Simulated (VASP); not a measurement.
# Ru (Im-3m) in VASP: single point with PBE

Aim: the single point of Ru with PBE.

Everything below comes from runs of VASP 6.6.1. Logs are shortened: lines on timing, memory, paths and dates and some standing lists are left out, and cuts for length are marked.

## (1) The cell of the first run

The structure is cubic, space group Im-3m (No. 229). The conventional cell has a = 3.151 Å, b = 3.151 Å, c = 3.151 Å, α = 90.00°, β = 90.00°, γ = 90.00°. Ru (site symmetry m-3m) has 14 Ru at 2.73 to 3.15 Å within 3.6 Å.

## (2) Single point, PBE, collinear spin, ferromagnetic start

INCAR reads:

```
  PREC = Accurate
  ENCUT = 500
  EDIFF = 1E-6
  ISMEAR = -1
  SIGMA = 0.1
  LREAL = F
  LASPH = T
  NELM = 200
  ALGO = Normal
  ISIF = 2
  LWAVE = F
  LCHARG = T
  ISPIN = 2
  MAGMOM = 0.74
  LORBIT = 11
  LMAXMIX = 4
  GGA = PE
  LELF = T
  LVHAR = T
  NBANDS = 17
  GGA_COMPAT = F
```

KPOINTS reads:

```
Automatic mesh
0
Gamma
  8 8 8
```

POSCAR reads:

```
Ru
1.0
   -1.5755000000      1.5755000000      1.5755000000
    1.5755000000     -1.5755000000      1.5755000000
    1.5755000000      1.5755000000     -1.5755000000
Ru
1
Direct
    0.0000000000      0.0000000000      0.0000000000
```

Potentials or basis: VASP PAW PBE potentials, release 64 (Ru_pv).

The run is started by

```
cat potpaw_PBE.64/Ru_pv/POTCAR > POTCAR
mpirun -np 1 vasp_std > vasp.out
```

OUTCAR:

```text
PREC = Accurate
   ENCUT = 500
   EDIFF = 1E-6
   ISMEAR = -1
   LREAL = F
   LASPH = T
   NELM = 200
   ISIF = 2
   ISPIN = 2
   LORBIT = 11
   GGA = PE

 ion  position               nearest neighbor table
   1  0.000  0.000  0.000-

  LATTYP: Found a body centered cubic cell.
 ALAT       =     3.1510000000

  Lattice vectors:

 A1 = (  -1.5755000000,   1.5755000000,   1.5755000000)
 A2 = (   1.5755000000,  -1.5755000000,   1.5755000000)
 A3 = (   1.5755000000,   1.5755000000,  -1.5755000000)

Analysis of symmetry for initial positions (statically):
=====================================================================
 Subroutine PRICEL returns:
 Original cell was already a primitive cell.

 Routine SETGRP: Setting up the symmetry group for a
 body centered cubic supercell.

 Subroutine GETGRP returns: Found 48 space group operations
 (whereof 48 operations were pure point group operations)
 out of a pool of 48 trial point group operations.

The static configuration has the point symmetry O_h .

Analysis of symmetry for dynamics (positions and initial velocities):
=====================================================================
 Subroutine PRICEL returns:
 Original cell was already a primitive cell.

 Routine SETGRP: Setting up the symmetry group for a
 body centered cubic supercell.

 Subroutine GETGRP returns: Found 48 space group operations
 (whereof 48 operations were pure point group operations)
 out of a pool of 48 trial point group operations.

The dynamic configuration has the point symmetry O_h .

Analysis of structural, dynamic, and magnetic symmetry:
=====================================================================
 Subroutine PRICEL returns:
 Original cell was already a primitive cell.

 Routine SETGRP: Setting up the symmetry group for a
 body centered cubic supercell.

 Subroutine GETGRP returns: Found 48 space group operations
 (whereof 48 operations were pure point group operations)
 out of a pool of 48 trial point group operations.

The overall configuration has the point symmetry O_h .

 Subroutine INISYM returns: Found 48 space group operations
 (whereof 48 operations are pure point group operations),
 and found     1 'primitive' translations

----------------------------------------------------------------------------------------

                                     Primitive cell

  volume of cell :      15.6428

  direct lattice vectors                    reciprocal lattice vectors
    -1.575500000  1.575500000  1.575500000     0.000000000  0.317359568  0.317359568
     1.575500000 -1.575500000  1.575500000     0.317359568  0.000000000  0.317359568
     1.575500000  1.575500000 -1.575500000     0.317359568  0.317359568  0.000000000

  length of vectors
     2.728846047  2.728846047  2.728846047     0.448814206  0.448814206  0.448814206

  position of ions in fractional coordinates (direct lattice)
     0.000000000  0.000000000  0.000000000

  ion indices of the primitive-cell ions
   primitive index   ion index
                 1           1

----------------------------------------------------------------------------------------

 KPOINTS: Automatic mesh

Automatic generation of k-mesh.
 Grid dimensions read from file:
 generate k-points for:    8    8    8

 Generating k-lattice:

  Cartesian coordinates                     Fractional coordinates (reciprocal lattice)
     0.000000000  0.039669946  0.039669946     0.125000000  0.000000000  0.000000000
     0.039669946  0.000000000  0.039669946     0.000000000  0.125000000  0.000000000
     0.039669946  0.039669946  0.000000000     0.000000000  0.000000000  0.125000000

  Length of vectors
     0.056101776  0.056101776  0.056101776

  Shift w.r.t. Gamma in fractional coordinates (k-lattice)
     0.000000000  0.000000000  0.000000000

 Subroutine IBZKPT returns following result:
 ===========================================

 Found     29 irreducible k-points:

 Following reciprocal coordinates:
            Coordinates               Weight
  0.000000  0.000000  0.000000      1.000000
  0.125000  0.000000  0.000000     12.000000
  0.250000  0.000000  0.000000     12.000000
  0.375000  0.000000  0.000000     12.000000
  0.500000  0.000000  0.000000      6.000000
  0.125000  0.125000  0.000000     24.000000
[... 16 lines left out ...]
 -0.250000  0.250000  0.250000      6.000000
 -0.375000  0.375000  0.250000     24.000000
 [... further k-points ...]
   k-points           NKPTS =     29   k-points in BZ     NKDIM =     29   number of bands    NBANDS=     17
   number of dos      NEDOS =    301   number of ions     NIONS =      1
   total plane-waves  NPLWV =   8000
   dimension x,y,z NGX =    20 NGY =   20 NGZ =   20
   dimension x,y,z NGXF=    40 NGYF=   40 NGZF=   40
   ions per type =               1
   NGX,Y,Z   is equivalent  to a cutoff of  12.18, 12.18, 12.18 a.u.
   NGXF,Y,Z  is equivalent  to a cutoff of  24.37, 24.37, 24.37 a.u.
 SYSTEM =  unknown system
   PREC   = accura    normal or accurate (medium, high low for compatibility)
   ISTART =      0    job   : 0-new  1-cont  2-samecut
   ICHARG =      2    charge: 1-file 2-atom 10-const
   ISPIN  =      2    spin polarized calculation?
   LNONCOLLINEAR =      F non collinear calculations
   LSORBIT =      F    spin-orbit coupling
   LASPH  =      T    aspherical Exc in radial PAW
   ENCUT  =  500.0 eV  36.75 Ry    6.06 a.u.   4.98  4.98  4.98*2*pi/ulx,y,z
   NELM   =    200;   NELMIN=  2; NELMDL= -5     # of ELM steps
   EDIFF  = 0.1E-05   stopping-criterion for ELM
   LREAL  =      F    real-space projection
   EDIFFG = 0.1E-04   stopping-criterion for IOM
   NSW    =      0    number of steps for IOM
   IBRION =     -1    ionic relax: 0-MD 1-quasi-New 2-CG
   NFREE  =      0    steps in history (QN), initial steepest desc. (CG)
   ISIF   =      2    stress and relaxation
   ISYM   =      2    0-nonsym 1-usesym 2-fastsym
   POTIM  = 0.5000    time-step for ionic-motion
   TEBEG  =    0.0;   TEEND  =   0.0 temperature during run
   PSTRESS=    0.0 pullay stress
   NELECT =      14.0000    total number of electrons
   NUPDOWN=      -1.0000    fix difference up-down
   EMIN   =  10.00;   EMAX   =-10.00  energy-range for DOS
   EFERMI =   0.00;   METHOD = LEGACY
   ISMEAR =    -1;   SIGMA  =   0.10  broadening in eV -4-tet -1-fermi 0-gaus
   EFERMI_NEDOS =   21; number of points for ismear=-14 and -15
   IALGO  =     38    algorithm
   IMIX   =      4    mixing-type and parameters
     AMIX     =   0.40;   BMIX     =  1.00
     AMIX_MAG =   1.60;   BMIX_MAG =  1.00
  volume/ion in A,a.u.               =      15.64       105.56
  Fermi-wavevector in a.u.,A,eV,Ry     =   1.577656  2.981338 33.864899  2.489000
  Thomas-Fermi vector in A             =   2.678306
   LORBIT       =     11    0 simple, 1 ext, 2 COOP (PROOUT), +10 PAW based schemes
   GGA     = PE    functional components
   LHFCALC =     F    Hartree Fock is set to
   AEXX    =    0.0000 exact exchange contribution
   IVDW    =     0    specifies the selected vdW correction
   LEPSILON=     F    determine dielectric tensor
   LRPA    =     F    only Hartree local field effects (RPA)
 spin polarized calculation
  energy-cutoff  :      500.00
  volume of cell :       15.64
 maximum number of plane-waves:       420
   NGX =  9   NGY =  9   NGZ =  9

 number of electron      13.9999993 magnetization       0.6549335

 Free energy of the ion-electron system (eV)
  ---------------------------------------------------
  ext. energy  EPLUGINS =         0.00000000
  ---------------------------------------------------
  free energy    TOTEN  =        -8.57037170 eV

  energy without entropy =       -8.50454799  energy(sigma->0) =       -8.53745985

 E-fermi :  10.5551     XC(G=0): -13.2408

 val. band max:       10.5479737357   @ k =   0.2500   0.2500   0.0000
 cond. band min:      10.5650577673   @ k =   0.2500   0.2500   0.1250
 fundamental gap:      0.0170840316
 Fermi energy:        10.5551069848

 spin component 1

 k-point     1 :       0.0000    0.0000    0.0000
  band No.  band energies     occupation
      1     -32.1817      1.00000
      2     -32.1817      1.00000
      3     -32.1817      1.00000
      4       3.2330      1.00000
      5       8.0314      1.00000
      6       8.0314      1.00000
[... 9 lines left out ...]
     16      39.4950      0.00000
     17      39.4950      0.00000

 k-point     2 :       0.1250    0.0000    0.0000
  band No.  band energies     occupation
      1     -32.2826      1.00000
      2     -32.2150      1.00000
      3     -32.1817      1.00000
      4       3.8235      1.00000
      5       7.7876      1.00000
      6       8.0072      1.00000
[... 9 lines left out ...]
     16      37.3958      0.00000
     17      39.2112      0.00000

 k-point     3 :       0.2500    0.0000    0.0000
  band No.  band energies     occupation
      1     -32.5215      1.00000
      2     -32.2947      1.00000
      3     -32.1818      1.00000
      4       5.0568      1.00000
      5       7.2467      1.00000
      6       8.1120      1.00000
[... 9 lines left out ...]
     16      34.3795      0.00000
     17      38.2286      0.00000

 k-point     4 :       0.3750    0.0000    0.0000
  band No.  band energies     occupation
      1     -32.7539      1.00000
      2     -32.3736      1.00000
      3     -32.1820      1.00000
      4       5.2804      1.00000
      5       6.7600      1.00000
      6       9.6997      0.99981
[... 9 lines left out ...]
     16      36.3195      0.00000
     17      37.5192      0.00000
[... 343 lines left out ...]
      1     -32.5116      1.00000
      2     -32.5116      1.00000
      3     -32.5116      1.00000
      4       7.1876      1.00000
      5       7.1876      1.00000
      6       7.1876      1.00000
[... 9 lines left out ...]
     16      38.5189      0.00000
     17      39.8647      0.00000

 k-point    23 :      -0.2500    0.2500    0.2500
  band No.  band energies     occupation
      1     -32.5306      1.00000
      2     -32.4158      1.00000
      3     -32.4158      1.00000
      4       6.3544      1.00000
      5       7.2656      1.00000
      6       8.7163      1.00000
[... 9 lines left out ...]
     16      37.0111      0.00000
     17      39.8777      0.00000

 k-point    24 :      -0.3750    0.3750    0.2500
  band No.  band energies     occupation
      1     -32.6803      1.00000
      2     -32.5000      1.00000
      3     -32.4325      1.00000
      4       6.2354      1.00000
      5       6.6685      1.00000
      6       8.7202      1.00000
[... 9 lines left out ...]
     16      37.6936      0.00000
     17      39.5092      0.00000

 [... further k-points ...]

 spin component 2

 k-point     1 :       0.0000    0.0000    0.0000
  band No.  band energies     occupation
      1     -31.6526      1.00000
      2     -31.6526      1.00000
      3     -31.6526      1.00000
      4       3.3314      1.00000
      5       8.3545      1.00000
      6       8.3545      1.00000
[... 9 lines left out ...]
     16      39.8832      0.00000
     17      39.8832      0.00000

 k-point     2 :       0.1250    0.0000    0.0000
  band No.  band energies     occupation
      1     -31.7553      1.00000
      2     -31.6865      1.00000
      3     -31.6525      1.00000
      4       3.9234      1.00000
      5       8.1041      1.00000
      6       8.3291      1.00000
[... 9 lines left out ...]
     16      37.6682      0.00000
     17      39.3544      0.00000

 k-point     3 :       0.2500    0.0000    0.0000
  band No.  band energies     occupation
      1     -31.9984      1.00000
      2     -31.7676      1.00000
      3     -31.6526      1.00000
      4       5.2014      1.00000
      5       7.5498      1.00000
      6       8.4178      1.00000
[... 9 lines left out ...]
     16      34.5756      0.00000
     17      38.3712      0.00000

 k-point     4 :       0.3750    0.0000    0.0000
  band No.  band energies     occupation
      1     -32.2347      1.00000
      2     -31.8478      1.00000
      3     -31.6526      1.00000
      4       5.5491      1.00000
      5       7.0526      1.00000
      6      10.0040      0.99597
[... 9 lines left out ...]
     16      36.4927      0.00000
     17      37.6672      0.00000
[... 343 lines left out ...]
      1     -31.9879      1.00000
      2     -31.9879      1.00000
      3     -31.9879      1.00000
      4       7.4376      1.00000
      5       7.4377      1.00000
      6       7.4377      1.00000
[... 9 lines left out ...]
     16      38.5716      0.00000
     17      40.0593      0.00000

 k-point    23 :      -0.2500    0.2500    0.2500
  band No.  band energies     occupation
      1     -32.0077      1.00000
      2     -31.8909      1.00000
      3     -31.8909      1.00000
      4       6.6124      1.00000
      5       7.8448      1.00000
      6       9.0252      1.00000
[... 9 lines left out ...]
     16      37.1463      0.00000
     17      39.9774      0.00000

 k-point    24 :      -0.3750    0.3750    0.2500
  band No.  band energies     occupation
      1     -32.1600      1.00000
      2     -31.9767      1.00000
      3     -31.9079      1.00000
      4       6.6783      1.00000
      5       7.1478      1.00000
      6       9.0308      1.00000
[... 9 lines left out ...]
     16      37.9680      0.00000
     17      39.6694      0.00000

 [... further k-points ...]
[... 5 lines left out ...]
  --------------------------------------------------------------------------------------
  -------------------------------------------------------------------------------------
  Total       -1.8650909     -1.8650909     -1.8650909      0.0000000      0.0000000      0.0000000
  in kB     -191.0272694   -191.0272694   -191.0272694      0.0000000      0.0000000      0.0000000
  external PRESSURE =    -191.0272694 kB  Pullay stress =       0.0000000 kB

 VOLUME and BASIS-vectors are now :
 -----------------------------------------------------------------------------
  energy-cutoff  :      500.00
  volume of cell :       15.64
      direct lattice vectors                 reciprocal lattice vectors
    -1.575500000  1.575500000  1.575500000     0.000000000  0.317359568  0.317359568
     1.575500000 -1.575500000  1.575500000     0.317359568  0.000000000  0.317359568
     1.575500000  1.575500000 -1.575500000     0.317359568  0.317359568  0.000000000

 POSITION                                       TOTAL-FORCE (eV/Angst)
 -----------------------------------------------------------------------------------
      0.00000      0.00000      0.00000         0.000000     -0.000000     -0.000000
 -----------------------------------------------------------------------------------
    total drift:                                0.000000     -0.000000      0.000000

  FREE ENERGIE OF THE ION-ELECTRON SYSTEM (eV)
  ---------------------------------------------------
  free  energy   TOTEN  =        -8.5703717027 eV

  energy  without entropy=       -8.5045479902  energy(sigma->0) =       -8.53745985

 total charge

# of ion       s       p       d       tot
------------------------------------------
    1        0.350   6.222   5.858  12.430

 magnetization (x)

# of ion       s       p       d       tot
------------------------------------------
    1       -0.002  -0.005   0.659   0.652
```

Wall time 8.4 s (1 thread of Intel Xeon 6975P-C (Granite Rapids), shared host); peak memory 0.13 GiB.

What came out:

```
Free energy                                           : -8.5704 eV
Pressure                                              : -19.1 GPa
Net moment                                            : 0.65 μB per cell
Site moments                                          : Ru +0.65 μB
Valence electrons inside the program's atomic spheres : Ru 12.43
```

Levels at points of the mesh, in eV from the Fermi level:
Spin up:
```
           k point  band 4  band 5  band 6  band 7  band 8  band 9  band 10  band 11
(0.00, 0.00, 0.00)   -7.32   -2.52   -2.52   -2.52   -0.40   -0.40    10.33    16.99
(0.50, 0.00, 0.00)   -5.44   -3.98   -0.38   -0.05    1.12    1.83     8.74    10.33
(0.50, 0.50, 0.50)   -5.50   -5.50    1.33    1.33    1.33    8.68     8.68     8.68
```
Spin down:
| k point | band 5 | band 6 | band 7 | band 8 | band 9 | band 10 |
| --- | --- | --- | --- | --- | --- | --- |
| (0.00, 0.00, 0.00) | -2.20 | -2.20 | -2.20 | 0.34 | 0.34 | 11.19 |
| (0.50, 0.00, 0.00) | -3.69 | 0.23 | 0.70 | 1.18 | 2.22 | 9.06 |
| (0.50, 0.50, 0.50) | -5.00 | 1.72 | 1.72 | 1.72 | 8.74 | 8.74 |
